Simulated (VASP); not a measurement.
# Al (Fm-3m) in VASP: notebook

The runs below take Al through single point, relaxation of cell and atoms, with PBEsol.

Program: VASP 6.6.1. These are calculated values, not measurements. Logs are shortened: lines on timing, memory, paths and dates and some standing lists are left out, and cuts for length are marked.

## (1) The cell of the first run

The structure is cubic, space group Fm-3m (No. 225). The conventional cell has a = 4.022 Å, b = 4.022 Å, c = 4.022 Å, α = 90.00°, β = 90.00°, γ = 90.00°. Al (site symmetry m-3m) has 12 Al at 2.84 Å within 3.7 Å.

## (2) Single point, PBEsol

Contents of INCAR:

```
  PREC = Accurate
  ENCUT = 520
  EDIFF = 1E-6
  ISMEAR = 1
  SIGMA = 0.05
  LREAL = F
  LASPH = T
  NELM = 60
  ALGO = Normal
  ISIF = 2
  LWAVE = F
  LCHARG = F
  GGA = PS
  NBANDS = 8
```

Contents of KPOINTS:

```
regular mesh
0
Gamma
  9 9 9
```

Contents of POSCAR:

```
Al
1.0
    0.0000000000      2.0110753683      2.0110753683
    2.0110753683      0.0000000000      2.0110753683
    2.0110753683      2.0110753683      0.0000000000
Al
1
Direct
    0.0000000000      0.0000000000      0.0000000000
```

Potentials or basis: VASP PAW PBE potentials, release 64 (Al).

Run with:

```sh
cat potpaw_PBE.64/Al/POTCAR > POTCAR
mpirun -np 1 vasp_std > vasp.out
```

OUTCAR:

```text
PREC = Accurate
   ENCUT = 520
   EDIFF = 1E-6
   ISMEAR = 1
   LREAL = F
   LASPH = T
   NELM = 60
   ISIF = 2
   GGA = PS

 ion  position               nearest neighbor table
   1  0.000  0.000  0.000-

  LATTYP: Found a face centered cubic cell.
 ALAT       =     4.0221507366

  Lattice vectors:

 A1 = (   0.0000000000,   2.0110753683,   2.0110753683)
 A2 = (   2.0110753683,   0.0000000000,   2.0110753683)
 A3 = (   2.0110753683,   2.0110753683,   0.0000000000)

Analysis of symmetry for initial positions (statically):
=====================================================================
 Subroutine PRICEL returns:
 Original cell was already a primitive cell.

 Routine SETGRP: Setting up the symmetry group for a
 face centered cubic supercell.

 Subroutine GETGRP returns: Found 48 space group operations
 (whereof 48 operations were pure point group operations)
 out of a pool of 48 trial point group operations.

The static configuration has the point symmetry O_h .

Analysis of symmetry for dynamics (positions and initial velocities):
=====================================================================
 Subroutine PRICEL returns:
 Original cell was already a primitive cell.

 Routine SETGRP: Setting up the symmetry group for a
 face centered cubic supercell.

 Subroutine GETGRP returns: Found 48 space group operations
 (whereof 48 operations were pure point group operations)
 out of a pool of 48 trial point group operations.

The dynamic configuration has the point symmetry O_h .

 Subroutine INISYM returns: Found 48 space group operations
 (whereof 48 operations are pure point group operations),
 and found     1 'primitive' translations

----------------------------------------------------------------------------------------

                                     Primitive cell

  volume of cell :      16.2673

  direct lattice vectors                    reciprocal lattice vectors
     0.000000000  2.011075368  2.011075368    -0.248623203  0.248623203  0.248623203
     2.011075368  0.000000000  2.011075368     0.248623203 -0.248623203  0.248623203
     2.011075368  2.011075368  0.000000000     0.248623203  0.248623203 -0.248623203

  length of vectors
     2.844090061  2.844090061  2.844090061     0.430628020  0.430628020  0.430628020

  position of ions in fractional coordinates (direct lattice)
     0.000000000  0.000000000  0.000000000

  ion indices of the primitive-cell ions
   primitive index   ion index
                 1           1

----------------------------------------------------------------------------------------

 KPOINTS: regular mesh

Automatic generation of k-mesh.
 Grid dimensions read from file:
 generate k-points for:    9    9    9

 Generating k-lattice:

  Cartesian coordinates                     Fractional coordinates (reciprocal lattice)
    -0.027624800  0.027624800  0.027624800     0.111111111  0.000000000  0.000000000
     0.027624800 -0.027624800  0.027624800     0.000000000  0.111111111  0.000000000
     0.027624800  0.027624800 -0.027624800     0.000000000  0.000000000  0.111111111

  Length of vectors
     0.047847558  0.047847558  0.047847558

  Shift w.r.t. Gamma in fractional coordinates (k-lattice)
     0.000000000  0.000000000  0.000000000

 Subroutine IBZKPT returns following result:
 ===========================================

 Found     35 irreducible k-points:

 Following reciprocal coordinates:
            Coordinates               Weight
  0.000000  0.000000  0.000000      1.000000
  0.111111  0.000000  0.000000      8.000000
  0.222222  0.000000  0.000000      8.000000
  0.333333  0.000000  0.000000      8.000000
  0.444444  0.000000  0.000000      8.000000
  0.111111  0.111111  0.000000      6.000000
[... 16 lines left out ...]
 -0.333333  0.333333  0.000000     12.000000
  0.444444  0.444444  0.000000      6.000000
 [... further k-points ...]
   k-points           NKPTS =     35   k-points in BZ     NKDIM =     35   number of bands    NBANDS=      8
   number of dos      NEDOS =    301   number of ions     NIONS =      1
   total plane-waves  NPLWV =  13824
   dimension x,y,z NGX =    24 NGY =   24 NGZ =   24
   dimension x,y,z NGXF=    48 NGYF=   48 NGZF=   48
   ions per type =               1
   NGX,Y,Z   is equivalent  to a cutoff of  14.03, 14.03, 14.03 a.u.
   NGXF,Y,Z  is equivalent  to a cutoff of  28.06, 28.06, 28.06 a.u.
 SYSTEM =  unknown system
   PREC   = accura    normal or accurate (medium, high low for compatibility)
   ISTART =      0    job   : 0-new  1-cont  2-samecut
   ICHARG =      2    charge: 1-file 2-atom 10-const
   ISPIN  =      1    spin polarized calculation?
   LNONCOLLINEAR =      F non collinear calculations
   LSORBIT =      F    spin-orbit coupling
   LASPH  =      T    aspherical Exc in radial PAW
   ENCUT  =  520.0 eV  38.22 Ry    6.18 a.u.   5.29  5.29  5.29*2*pi/ulx,y,z
   NELM   =     60;   NELMIN=  2; NELMDL= -5     # of ELM steps
   EDIFF  = 0.1E-05   stopping-criterion for ELM
   LREAL  =      F    real-space projection
   EDIFFG = 0.1E-04   stopping-criterion for IOM
   NSW    =      0    number of steps for IOM
   IBRION =     -1    ionic relax: 0-MD 1-quasi-New 2-CG
   NFREE  =      0    steps in history (QN), initial steepest desc. (CG)
   ISIF   =      2    stress and relaxation
   ISYM   =      2    0-nonsym 1-usesym 2-fastsym
   POTIM  = 0.5000    time-step for ionic-motion
   TEBEG  =    0.0;   TEEND  =   0.0 temperature during run
   PSTRESS=    0.0 pullay stress
   NELECT =       3.0000    total number of electrons
   NUPDOWN=      -1.0000    fix difference up-down
   EMIN   =  10.00;   EMAX   =-10.00  energy-range for DOS
   EFERMI =   0.00;   METHOD = LEGACY
   ISMEAR =     1;   SIGMA  =   0.05  broadening in eV -4-tet -1-fermi 0-gaus
   EFERMI_NEDOS =   21; number of points for ismear=-14 and -15
   IALGO  =     38    algorithm
   IMIX   =      4    mixing-type and parameters
     AMIX     =   0.40;   BMIX     =  1.00
     AMIX_MAG =   1.60;   BMIX_MAG =  1.00
  volume/ion in A,a.u.               =      16.27       109.78
  Fermi-wavevector in a.u.,A,eV,Ry     =   0.931845  1.760931 11.814410  0.868335
  Thomas-Fermi vector in A             =   2.058381
   LORBIT       =      0    0 simple, 1 ext, 2 COOP (PROOUT), +10 PAW based schemes
   GGA     = PS    functional components
   LHFCALC =     F    Hartree Fock is set to
   AEXX    =    0.0000 exact exchange contribution
   IVDW    =     0    specifies the selected vdW correction
   LEPSILON=     F    determine dielectric tensor
   LRPA    =     F    only Hartree local field effects (RPA)
 non-spin polarized calculation
 Methfessel and Paxton  Order N= 1 SIGMA  =   0.05
  energy-cutoff  :      520.00
  volume of cell :       16.27
 maximum number of plane-waves:       452
 NGX is ok and might be reduce to    24
   NGX = 11   NGY = 11   NGZ = 11

 number of electron       3.0000000 magnetization

 Free energy of the ion-electron system (eV)
  ---------------------------------------------------
  ext. energy  EPLUGINS =         0.00000000
  ---------------------------------------------------
  free energy    TOTEN  =        -4.06021359 eV

  energy without entropy =       -4.05944214  energy(sigma->0) =       -4.05995644

 E-fermi :   8.0877     XC(G=0): -10.3081

 val. band max:        7.9601397521   @ k =   0.4444   0.4444   0.0000
 cond. band min:       8.0997797526   @ k =  -0.4444   0.3333   0.1111
 fundamental gap:      0.1396400005
 Fermi energy:         8.0876966450

 k-point     1 :       0.0000    0.0000    0.0000
  band No.  band energies     occupation
      1      -3.1291      2.00000
      2      20.7734      0.00000
      3      20.7734      0.00000
      4      20.7734      0.00000
      5      22.3730      0.00000
      6      22.3730      0.00000
      7      22.3730      0.00000
      8      24.6880      0.00000

 k-point     2 :       0.1111    0.0000    0.0000
  band No.  band energies     occupation
      1      -2.7907      2.00000
      2      17.0372      0.00000
      3      19.9735      0.00000
      4      19.9735      0.00000
      5      22.9854      0.00000
      6      23.6738      0.00000
      7      23.6738      0.00000
      8      26.1128      0.00000

 k-point     3 :       0.2222    0.0000    0.0000
  band No.  band energies     occupation
      1      -1.7804      2.00000
      2      12.6105      0.00000
      3      19.2054      0.00000
      4      19.2054      0.00000
      5      22.6434      0.00000
      6      23.4731      0.00000
      7      23.4731      0.00000
      8      26.4336      0.00000

 k-point     4 :       0.3333    0.0000    0.0000
  band No.  band energies     occupation
      1      -0.1127      2.00000
      2       8.5970     -0.00000
      3      18.9531      0.00000
      4      18.9531      0.00000
      5      21.5599      0.00000
      6      21.5599      0.00000
      7      22.5521      0.00000
      8      25.5812      0.00000

 k-point     5 :       0.4444    0.0000    0.0000
  band No.  band energies     occupation
      1       2.1882      2.00000
      2       5.1126      2.00000
      3      19.2575      0.00000
      4      19.2575      0.00000
      5      20.1297      0.00000
      6      20.1297      0.00000
      7      22.9799      0.00000
      8      24.0316      0.00000

 k-point     6 :       0.1111    0.1111    0.0000
  band No.  band energies     occupation
      1      -2.6781      2.00000
      2      18.4105      0.00000
      3      18.4105      0.00000
      4      18.6411      0.00000
      5      21.4199      0.00000
      6      23.5479      0.00000
      7      25.3847      0.00000
      8      25.3847      0.00000

 k-point     7 :       0.2222    0.1111    0.0000
  band No.  band energies     occupation
      1      -1.8923      2.00000
      2      14.2643      0.00000
      3      17.3824      0.00000
      4      18.8393      0.00000
      5      20.7951      0.00000
      6      22.3269      0.00000
      7      25.7779      0.00000
      8      26.4303      0.00000

 k-point     8 :       0.3333    0.1111    0.0000
  band No.  band energies     occupation
      1      -0.4447      2.00000
      2      10.1409      0.00000
      3      16.9192      0.00000
      4      18.3983      0.00000
      5      18.7267      0.00000
      6      24.6769      0.00000
      7      24.8107      0.00000
      8      25.8413      0.00000

 k-point     9 :       0.4444    0.1111    0.0000
  band No.  band energies     occupation
      1       1.6438      2.00000
      2       6.4899      2.00000
      3      16.8412      0.00000
      4      17.0267      0.00000
      5      18.7666      0.00000
      6      23.1208      0.00000
      7      25.6188      0.00000
      8      26.4047      0.00000

 k-point    10 :      -0.4444    0.1111    0.0000
  band No.  band energies     occupation
      1       3.3673      2.00000
      2       4.3727      2.00000
      3      15.7467      0.00000
      4      17.7083      0.00000
      5      19.5094      0.00000
      6      22.0754      0.00000
      7      25.0360      0.00000
      8      26.6751      0.00000
[... 78 lines left out ...]
 k-point    18 :      -0.3333    0.2222    0.0000
  band No.  band energies     occupation
      1       2.5130      2.00000
      2       7.2715      2.00000
      3      11.3688      0.00000
      4      16.9354      0.00000
      5      18.8529      0.00000
      6      24.7830      0.00000
      7      27.2055      0.00000
      8      28.2470      0.00000

 k-point    19 :      -0.2222    0.2222    0.0000
  band No.  band energies     occupation
      1       0.4386      2.00000
      2      10.3213      0.00000
      3      11.8666      0.00000
      4      18.5748      0.00000
      5      20.5956      0.00000
      6      24.2586      0.00000
      7      25.1794      0.00000
      8      26.2377      0.00000

 k-point    20 :       0.3333    0.3333    0.0000
  band No.  band energies     occupation
      1       0.8760      2.00000
      2      12.5050      0.00000
      3      14.3557      0.00000
      4      14.6115      0.00000
      5      14.6115      0.00000
      6      18.1960      0.00000
      7      31.1790      0.00000
      8      32.6258      0.00000

 k-point    21 :       0.4444    0.3333    0.0000
  band No.  band energies     occupation
      1       2.5039      2.00000
      2      10.2868      0.00000
      3      11.0297      0.00000
      4      14.3269      0.00000
      5      15.6489      0.00000
      6      19.5477      0.00000
      7      30.4540      0.00000
      8      32.7911      0.00000

 k-point    22 :      -0.4444    0.3333    0.0000
  band No.  band energies     occupation
      1       4.7165      2.00000
      2       7.5866      2.00000
      3       8.8814     -0.00000
      4      14.6182      0.00000
      5      16.2252      0.00000
      6      22.9933      0.00000
      7      29.2782      0.00000
      8      31.5833      0.00000

 k-point    23 :      -0.3333    0.3333    0.0000
  band No.  band energies     occupation
      1       4.7616      2.00000
      2       7.0045      2.00000
      3       8.5095     -0.00000
      4      15.4868      0.00000
      5      17.2604      0.00000
      6      26.9366      0.00000
      7      28.4862      0.00000
      8      28.5155      0.00000

 k-point    24 :       0.4444    0.4444    0.0000
  band No.  band energies     occupation
      1       3.8678      2.00000
      2       7.9601      2.00184
      3      13.4671      0.00000
      4      13.8481      0.00000
      5      13.8481      0.00000
      6      17.3902      0.00000
      7      33.2268      0.00000
      8      34.8122      0.00000

 [... further k-points ...]
[... 5 lines left out ...]
  --------------------------------------------------------------------------------------
  -------------------------------------------------------------------------------------
  Total        0.0060797      0.0060797      0.0060797     -0.0000000      0.0000000      0.0000000
  in kB        0.5987970      0.5987970      0.5987970     -0.0000000      0.0000000      0.0000000
  external PRESSURE =       0.5987970 kB  Pullay stress =       0.0000000 kB

 VOLUME and BASIS-vectors are now :
 -----------------------------------------------------------------------------
  energy-cutoff  :      520.00
  volume of cell :       16.27
      direct lattice vectors                 reciprocal lattice vectors
     0.000000000  2.011075368  2.011075368    -0.248623203  0.248623203  0.248623203
     2.011075368  0.000000000  2.011075368     0.248623203 -0.248623203  0.248623203
     2.011075368  2.011075368  0.000000000     0.248623203  0.248623203 -0.248623203

 POSITION                                       TOTAL-FORCE (eV/Angst)
 -----------------------------------------------------------------------------------
      0.00000      0.00000      0.00000         0.000000      0.000000      0.000000
 -----------------------------------------------------------------------------------
    total drift:                                0.000000     -0.000000     -0.000000

  FREE ENERGIE OF THE ION-ELECTRON SYSTEM (eV)
  ---------------------------------------------------
  free  energy   TOTEN  =        -4.0602135856 eV

  energy  without entropy=       -4.0594421412  energy(sigma->0) =       -4.05995644
```

It took 8.9 s on 1 thread of Intel Xeon 8259CL, shared host; peak memory 0.13 GiB.

Results:

```
Free energy            : -4.0602 eV
Pressure               : 0.1 GPa
Band gap on the k mesh : zero (an odd number of electrons rules out a gap without spin polarisation)
```

Caveat: the PAW data sets were made with another functional, which shifts forces and pressure a little.

## (3) Relaxation of cell and atoms, PBEsol

This run uses another cell than the first one, of 16.60 Å³/atom.

Contents of INCAR:

```
SYSTEM = Al
  PREC = Accurate
  ENCUT = 600
  EDIFF = 1E-7
  ISMEAR = 1
  SIGMA = 0.05
  LREAL = .False.
  LASPH = .True.
  NELM = 60
  ALGO = Normal
  ISIF = 3
  LWAVE = .False.
  LCHARG = .False.
  GGA = PS
  IBRION = 2
  NSW = 80
  EDIFFG = -0.01
```

Contents of KPOINTS:

```
regular mesh
0
Gamma
  9 9 9
  0 0 0
```

Contents of POSCAR:

```
Al
1.0
    0.0000000000      2.0248050000      2.0248050000
    2.0248050000      0.0000000000      2.0248050000
    2.0248050000      2.0248050000      0.0000000000
Al
1
Direct
    0.0000000000      0.0000000000      0.0000000000
```

Potentials or basis: VASP PAW PBE potentials, release 64 (Al).

Run with:

```sh
cat potpaw_PBE.64/Al/POTCAR > POTCAR
mpirun -np 1 vasp_std > vasp.out
```

It took 14 s on 1 thread of Intel Xeon 8259CL, shared host; peak memory 0.13 GiB.

It converged, with:

```yaml
Free_energy: -4.0603 eV
Relaxed_volume: 16.28 Å³/atom
Relaxed_cell: a = 2.845 Å, b = 2.845 Å, c = 2.845 Å, α = 60.00°, β = 60.00°, γ = 60.00°
Space_group_after_relaxing_to_0.1_Å: Fm-3m (No. 225)
Energy_gained_by_relaxing: 1.6 meV/atom
Ionic_steps: 3
Pressure_after_relaxing: 0.0 GPa
Band_gap_on_the_k_mesh: zero (an odd number of electrons rules out a gap without spin polarisation)
```

The path:
| step | energy change (eV) | largest force (eV/Å) | pressure (GPa) | volume (Å³) |
| --- | --- | --- | --- | --- |
| 1 | 0.0000 | 0.0000 | -1.59 | 16.60 |
| 2 | -0.0016 | 0.0000 | 0.37 | 16.21 |
| 3 | -0.0016 | 0.0000 | 0.00 | 16.28 |

Final structure:
```yaml
crystal:
  lattice:
    - [0.00000, 2.01154, 2.01154]
    - [2.01154, 0.00000, 2.01154]
    - [2.01154, 2.01154, 0.00000]
  atoms:
    - { symbol: Al, position: [0.00000, 0.00000, 0.00000] }
```

Levels at points of the mesh, in eV from the Fermi level:
```
           k point  band 1  band 2  band 3  band 4  band 5
(0.00, 0.00, 0.00)  -11.21   12.68   12.68   12.68   14.28
```

Caveat: the PAW data sets were made with another functional, which shifts forces and pressure a little.
